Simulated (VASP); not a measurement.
# Zr (Fd-3m) in VASP: further runs, part 3 of 3

VASP 6.6.1.

### Step 6. Single point, PBE (volume scaled by 1.08)

The input, INCAR:

```
SYSTEM = Zr
ALGO = Normal
EDIFF = 1E-6
ENCUT = 520
GGA = PE
ISIF = 2
ISMEAR = -1
LASPH = .TRUE.
LCHARG = .FALSE.
LREAL = .FALSE.
LWAVE = .FALSE.
NBANDS = 19
NELM = 80
PREC = Accurate
SIGMA = 0.1
```

The input, KPOINTS:

```
k-points
0
G
  10 10 10
  0 0 0
```

The input, POSCAR:

```
Zr
1.0
    0.0000000000      3.2260227466      3.2260227466
    3.2260227466      0.0000000000      3.2260227466
    3.2260227466      3.2260227466      0.0000000000
Zr
2
Direct
    0.1250000000      0.1250000000      0.1250000000
    0.8750000000      0.8750000000      0.8750000000
```

Potentials or basis: VASP PAW PBE potentials, release 64 (Zr_sv).

The run is started by

```console
> cat potpaw_PBE.64/Zr_sv/POTCAR > POTCAR
> mpirun -np 1 vasp_std > vasp.out
```

OUTCAR:

```text
SYSTEM = Zr
   EDIFF = 1E-6
   ENCUT = 520
   GGA = PE
   ISIF = 2
   ISMEAR = -1
   LASPH = .TRUE.
   LREAL = .FALSE.
   NELM = 80
   PREC = Accurate

 ion  position               nearest neighbor table
   1  0.125  0.125  0.125-   2 2.79   2 2.79   2 2.79   2 2.79
   2  0.875  0.875  0.875-   1 2.79   1 2.79   1 2.79   1 2.79

  LATTYP: Found a face centered cubic cell.
 ALAT       =     6.4520454932

  Lattice vectors:

 A1 = (   0.0000000000,   3.2260227466,   3.2260227466)
 A2 = (   3.2260227466,   0.0000000000,   3.2260227466)
 A3 = (   3.2260227466,   3.2260227466,   0.0000000000)

Analysis of symmetry for initial positions (statically):
=====================================================================
 Subroutine PRICEL returns:
 Original cell was already a primitive cell.

 Routine SETGRP: Setting up the symmetry group for a
 face centered cubic supercell.

 Subroutine GETGRP returns: Found 48 space group operations
 (whereof 12 operations were pure point group operations)
 out of a pool of 48 trial point group operations.

The static configuration has the point symmetry D_3d.
 The point group associated with its full space group is O_h .

Analysis of symmetry for dynamics (positions and initial velocities):
=====================================================================
 Subroutine PRICEL returns:
 Original cell was already a primitive cell.

 Routine SETGRP: Setting up the symmetry group for a
 face centered cubic supercell.

 Subroutine GETGRP returns: Found 48 space group operations
 (whereof 12 operations were pure point group operations)
 out of a pool of 48 trial point group operations.

The dynamic configuration has the point symmetry D_3d.
 The point group associated with its full space group is O_h .

 Subroutine INISYM returns: Found 48 space group operations
 (whereof 12 operations are pure point group operations),
 and found     1 'primitive' translations

----------------------------------------------------------------------------------------

                                     Primitive cell

  volume of cell :      67.1479

  direct lattice vectors                    reciprocal lattice vectors
     0.000000000  3.226022747  3.226022747    -0.154989608  0.154989608  0.154989608
     3.226022747  0.000000000  3.226022747     0.154989608 -0.154989608  0.154989608
     3.226022747  3.226022747  0.000000000     0.154989608  0.154989608 -0.154989608

  length of vectors
     4.562285121  4.562285121  4.562285121     0.268449875  0.268449875  0.268449875

  position of ions in fractional coordinates (direct lattice)
     0.125000000  0.125000000  0.125000000
     0.875000000  0.875000000  0.875000000

  ion indices of the primitive-cell ions
   primitive index   ion index
                 1           1
                 2           2

----------------------------------------------------------------------------------------

 KPOINTS: k-points

Automatic generation of k-mesh.
 Grid dimensions read from file:
 generate k-points for:   10   10   10

 Generating k-lattice:

  Cartesian coordinates                     Fractional coordinates (reciprocal lattice)
    -0.015498961  0.015498961  0.015498961     0.100000000  0.000000000  0.000000000
     0.015498961 -0.015498961  0.015498961     0.000000000  0.100000000  0.000000000
     0.015498961  0.015498961 -0.015498961     0.000000000  0.000000000  0.100000000

  Length of vectors
     0.026844988  0.026844988  0.026844988

  Shift w.r.t. Gamma in fractional coordinates (k-lattice)
     0.000000000  0.000000000  0.000000000

 Subroutine IBZKPT returns following result:
 ===========================================

 Found     47 irreducible k-points:

 Following reciprocal coordinates:
            Coordinates               Weight
  0.000000  0.000000  0.000000      1.000000
  0.100000  0.000000  0.000000      8.000000
  0.200000  0.000000  0.000000      8.000000
  0.300000  0.000000  0.000000      8.000000
  0.400000  0.000000  0.000000      8.000000
  0.500000  0.000000  0.000000      4.000000
[... 16 lines left out ...]
  0.300000  0.300000  0.000000      6.000000
  0.400000  0.300000  0.000000     24.000000
 [... further k-points ...]
   k-points           NKPTS =     47   k-points in BZ     NKDIM =     47   number of bands    NBANDS=     19
   number of dos      NEDOS =    301   number of ions     NIONS =      2
   total plane-waves  NPLWV =  46656
   dimension x,y,z NGX =    36 NGY =   36 NGZ =   36
   dimension x,y,z NGXF=    72 NGYF=   72 NGZF=   72
   ions per type =               2
   NGX,Y,Z   is equivalent  to a cutoff of  13.12, 13.12, 13.12 a.u.
   NGXF,Y,Z  is equivalent  to a cutoff of  26.24, 26.24, 26.24 a.u.
 SYSTEM =  Zr
   PREC   = accura    normal or accurate (medium, high low for compatibility)
   ISTART =      0    job   : 0-new  1-cont  2-samecut
   ICHARG =      2    charge: 1-file 2-atom 10-const
   ISPIN  =      1    spin polarized calculation?
   LNONCOLLINEAR =      F non collinear calculations
   LSORBIT =      F    spin-orbit coupling
   LASPH  =      T    aspherical Exc in radial PAW
   ENCUT  =  520.0 eV  38.22 Ry    6.18 a.u.   8.48  8.48  8.48*2*pi/ulx,y,z
   NELM   =     80;   NELMIN=  2; NELMDL= -5     # of ELM steps
   EDIFF  = 0.1E-05   stopping-criterion for ELM
   LREAL  =      F    real-space projection
   EDIFFG = 0.1E-04   stopping-criterion for IOM
   NSW    =      0    number of steps for IOM
   IBRION =     -1    ionic relax: 0-MD 1-quasi-New 2-CG
   NFREE  =      0    steps in history (QN), initial steepest desc. (CG)
   ISIF   =      2    stress and relaxation
   ISYM   =      2    0-nonsym 1-usesym 2-fastsym
   POTIM  = 0.5000    time-step for ionic-motion
   TEBEG  =    0.0;   TEEND  =   0.0 temperature during run
   PSTRESS=    0.0 pullay stress
   NELECT =      24.0000    total number of electrons
   NUPDOWN=      -1.0000    fix difference up-down
   EMIN   =  10.00;   EMAX   =-10.00  energy-range for DOS
   EFERMI =   0.00;   METHOD = LEGACY
   ISMEAR =    -1;   SIGMA  =   0.10  broadening in eV -4-tet -1-fermi 0-gaus
   EFERMI_NEDOS =   21; number of points for ismear=-14 and -15
   IALGO  =     38    algorithm
   IMIX   =      4    mixing-type and parameters
     AMIX     =   0.40;   BMIX     =  1.00
     AMIX_MAG =   1.60;   BMIX_MAG =  1.00
  volume/ion in A,a.u.               =      33.57       226.57
  Fermi-wavevector in a.u.,A,eV,Ry     =   1.161808  2.195499 18.365125  1.349799
  Thomas-Fermi vector in A             =   2.298376
   LORBIT       =      0    0 simple, 1 ext, 2 COOP (PROOUT), +10 PAW based schemes
   GGA     = PE    functional components
   LHFCALC =     F    Hartree Fock is set to
   AEXX    =    0.0000 exact exchange contribution
   IVDW    =     0    specifies the selected vdW correction
   LEPSILON=     F    determine dielectric tensor
   LRPA    =     F    only Hartree local field effects (RPA)
 non-spin polarized calculation
  energy-cutoff  :      520.00
  volume of cell :       67.15
 maximum number of plane-waves:      1835
 NGX is ok and might be reduce to    36
   NGX = 17   NGY = 17   NGZ = 17

 number of electron      24.0000000 magnetization

 Free energy of the ion-electron system (eV)
  ---------------------------------------------------
  ext. energy  EPLUGINS =         0.00000000
  ---------------------------------------------------
  free energy    TOTEN  =       -12.27945540 eV

  energy without entropy =      -12.09715679  energy(sigma->0) =      -12.18830610

 E-fermi :   4.9118     XC(G=0):  -9.1966

 val. band max:        4.9106413152   @ k =   0.4000   0.3000   0.0000
 cond. band min:       4.9147689031   @ k =   0.2000   0.1000   0.0000
 fundamental gap:      0.0041275879
 Fermi energy:         4.9118337888

 k-point     1 :       0.0000    0.0000    0.0000
  band No.  band energies     occupation
      1     -44.0018      2.00000
      2     -43.5752      2.00000
      3     -22.2926      2.00000
      4     -22.2926      2.00000
      5     -22.2926      2.00000
      6     -21.4913      2.00000
[... 11 lines left out ...]
     18       9.9212      0.00000
     19       9.9212      0.00000

 k-point     2 :       0.1000    0.0000    0.0000
  band No.  band energies     occupation
      1     -43.9942      2.00000
      2     -43.5832      2.00000
      3     -22.3024      2.00000
      4     -22.3024      2.00000
      5     -22.2919      2.00000
      6     -21.4927      2.00000
[... 476 lines left out ...]
 k-point    24 :       0.4000    0.3000    0.0000
  band No.  band energies     occupation
      1     -43.8853      2.00000
      2     -43.6962      2.00000
      3     -22.4497      2.00000
      4     -22.4420      2.00000
      5     -22.0835      2.00000
      6     -21.7133      2.00000
[... 11 lines left out ...]
     18       8.1562      0.00000
     19       9.9542      0.00000

 [... further k-points ...]
[... 5 lines left out ...]
  --------------------------------------------------------------------------------------
  -------------------------------------------------------------------------------------
  Total       -0.9030970     -0.9030970     -0.9030970      0.0000000     -0.0000000      0.0000000
  in kB      -21.5482849    -21.5482849    -21.5482849      0.0000000     -0.0000000      0.0000000
  external PRESSURE =     -21.5482849 kB  Pullay stress =       0.0000000 kB

 VOLUME and BASIS-vectors are now :
 -----------------------------------------------------------------------------
  energy-cutoff  :      520.00
  volume of cell :       67.15
      direct lattice vectors                 reciprocal lattice vectors
     0.000000000  3.226022747  3.226022747    -0.154989608  0.154989608  0.154989608
     3.226022747  0.000000000  3.226022747     0.154989608 -0.154989608  0.154989608
     3.226022747  3.226022747  0.000000000     0.154989608  0.154989608 -0.154989608

 POSITION                                       TOTAL-FORCE (eV/Angst)
 -----------------------------------------------------------------------------------
      0.80651      0.80651      0.80651        -0.000000     -0.000000     -0.000000
      5.64554      5.64554      5.64554         0.000000      0.000000      0.000000
 -----------------------------------------------------------------------------------
    total drift:                               -0.000000      0.000000      0.000000

  FREE ENERGIE OF THE ION-ELECTRON SYSTEM (eV)
  ---------------------------------------------------
  free  energy   TOTEN  =       -12.2794553988 eV

  energy  without entropy=      -12.0971567917  energy(sigma->0) =      -12.18830610
```

OSZICAR:

```text
N       E                     dE             d eps       ncg     rms          rms(c)
DAV:   1     0.218046399334E+03    0.21805E+03   -0.12710E+04  1786   0.118E+03
DAV:   2     0.315173260775E+01   -0.21489E+03   -0.21120E+03  2164   0.347E+02
DAV:   3    -0.120578814626E+02   -0.15210E+02   -0.14654E+02  3300   0.649E+01
DAV:   4    -0.125299000505E+02   -0.47202E+00   -0.46982E+00  2221   0.114E+01
DAV:   5    -0.125425629352E+02   -0.12663E-01   -0.12650E-01  2618   0.146E+00    0.102E+01
DAV:   6    -0.122594520951E+02    0.28311E+00   -0.90709E-01  1984   0.525E+00    0.425E+00
DAV:   7    -0.122717359427E+02   -0.12284E-01   -0.25782E-01  3002   0.256E+00    0.139E+00
DAV:   8    -0.122802235252E+02   -0.84876E-02   -0.43213E-02  2239   0.159E+00    0.187E-01
DAV:   9    -0.122794328357E+02    0.79069E-03   -0.50493E-03  2109   0.429E-01    0.502E-02
DAV:  10    -0.122794547865E+02   -0.21951E-04   -0.11909E-04  2439   0.728E-02    0.547E-03
DAV:  11    -0.122794563499E+02   -0.15634E-05   -0.45900E-06  2076   0.148E-02    0.600E-03
DAV:  12    -0.122794552703E+02    0.10796E-05   -0.61223E-07  1190   0.779E-03    0.115E-03
DAV:  13    -0.122794553988E+02   -0.12849E-06   -0.94776E-08  1178   0.275E-03
   1 F= -.12279455E+02 E0= -.12188306E+02  d E =-.182299E+00
```

stdout:

```text
POSCAR found type information on POSCAR Zr
 POSCAR found :  1 types and       2 ions
 scaLAPACK will be used
 LDA part: xc-table for (Slater+PW92), standard interpolation
 POSCAR, INCAR and KPOINTS ok, starting setup
 FFT: planning ... GRIDC
 FFT: planning ... GRID_SOFT
 FFT: planning ... GRID
 WAVECAR not read
 entering main loop
```

Wall time 81 s (1 thread of Intel Xeon 6975P-C, shared host); peak memory 0.22 GiB.

Results:

```
Free energy            : -12.2795 eV
Pressure               : -2.2 GPa
Band gap on the k mesh : zero (band 12 reaches 4.98 eV, above the bottom of band 13 at 4.82 eV)
```

### Step 7. Overview

```tsv
cell	gap on the mesh (eV)	pressure (GPa)
a = 4.325 Å, angles 60.0°, 2 atoms	none	3.4
a = 4.387 Å, angles 60.0°, 2 atoms	none	1.6
a = 4.447 Å, angles 60.0°, 2 atoms	none	0.1
a = 4.505 Å, angles 60.0°, 2 atoms	none	-1.2
a = 4.562 Å, angles 60.0°, 2 atoms	none	-2.2
```

Alike in all rows: task single point; level PBE; potentials or basis VASP PAW PBE potentials, release 64 (Zr_sv); no spin polarisation; k mesh 10 × 10 × 10; cutoff (eV) 520; smearing fermi-dirac 0.1 eV.

Absolute energies hang on the potentials; compare differences alone.
